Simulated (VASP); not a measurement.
Here is a VASP 6.6.1 calculation.

INCAR

```
SYSTEM = Si3Ge
PREC = Accurate
ENCUT = 520
EDIFF = 1E-6
ISMEAR = 0
SIGMA = 0.1
LREAL = .FALSE.
LASPH = .TRUE.
NELM = 100
ALGO = Normal
ISIF = 2
LWAVE = .FALSE.
LCHARG = .FALSE.
GGA = PE
NBANDS = 36
```

Contents of KPOINTS:

```
regular mesh
0
G
  10 6 6
  0 0 0
```

POSCAR

```
Si3Ge
1.0
    1.9485074838      3.3749139607      0.0000000000
    0.0000000000      0.0000000000      6.4337355570
    5.8473531253     -3.3759709010      0.0000000000
Si Ge
6 2
Direct
    0.5000000000      0.0640337336      0.1670605762
    0.5000000000      0.5655630093      0.8397097401
    1.0000000000      0.5644774807      0.3270337208
    0.5000000000      0.4359662664      0.1670605762
    0.5000000000      0.9344369907      0.8397097401
    1.0000000000      0.9355225193      0.3270337208
    1.0000000000      0.0569881058      0.6661959630
    1.0000000000      0.4430118942      0.6661959630
```

Potentials or basis: VASP PAW PBE potentials, release 64 (Si, Ge_d).

Run with:

```sh
$ cat potpaw_PBE.64/Si/POTCAR potpaw_PBE.64/Ge_d/POTCAR > POTCAR
$ mpirun -np 1 vasp_std > vasp.out
```

Task: Predict the largest force.

Result: 0.008 eV/Å.

Task: What does it give for the band gap on the k mesh?

Result: 0.23 eV (least direct gap 0.41 eV).

Forces in eV/Å, atoms in the order of the input:
```
Si   0.003 -0.002  0.007
Si  -0.003  0.002 -0.002
Si  -0.002  0.001  0.003
Si   0.003 -0.002 -0.007
Si  -0.003  0.002  0.002
Si  -0.002  0.001 -0.003
Ge   0.002 -0.001 -0.007
Ge   0.002 -0.001  0.007
```

A k mesh can miss the band edges.
